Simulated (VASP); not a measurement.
Write the native input for VASP 6.6.1 that does the following.

```
Task                   : single point
Functional             : PBE
Potentials or basis    : VASP PAW PBE potentials, release 64 (Pb_d, S)
Cutoff                 : 520 eV
k mesh                 : 13 × 13 × 13
Occupations            : fermi-dirac, width 0.1 eV
Spin                   : no spin polarisation
Dipole correction      : no
Further INCAR settings : ALGO = Normal; EDIFF = 1e-06; NBANDS = 17
```

The structure of PbS (CsCl type) lies in POSCAR:

```
PbS
1.0
    3.2518329417      0.0000000000      0.0000000000
    0.0000000000      3.2518329417      0.0000000000
    0.0000000000      0.0000000000      3.2518329417
Pb S
1 1
Direct
    0.0000000000      0.0000000000      0.0000000000
    0.5000000000      0.5000000000      0.5000000000
```

One way to write it, as run:

INCAR

```
  PREC = Accurate
  ENCUT = 520
  EDIFF = 1E-6
  ISMEAR = -1
  SIGMA = 0.1
  LREAL = F
  LASPH = T
  NELM = 80
  ALGO = Normal
  ISIF = 2
  LWAVE = F
  LCHARG = F
  GGA = PE
  NBANDS = 17
```

KPOINTS

```
Automatic mesh
0
Gamma
  13 13 13
```

Potentials or basis: VASP PAW PBE potentials, release 64 (Pb_d, S).

Command:

```bash
$ cat potpaw_PBE.64/Pb_d/POTCAR potpaw_PBE.64/S/POTCAR > POTCAR
$ mpirun -np 1 vasp_std > vasp.out
```

It gave:

```
Pressure               : 39.9 GPa
Band gap on the k mesh : zero (bands 10 and 11 overlap by 2.04 eV)
```

Caveat: the cell stands under pressure; spin-orbit coupling is left out, which moves the levels of the heavy elements.

It took 33 s on 1 thread of Intel Xeon 8259CL, with other jobs on the host, peak memory 0.17 GiB.
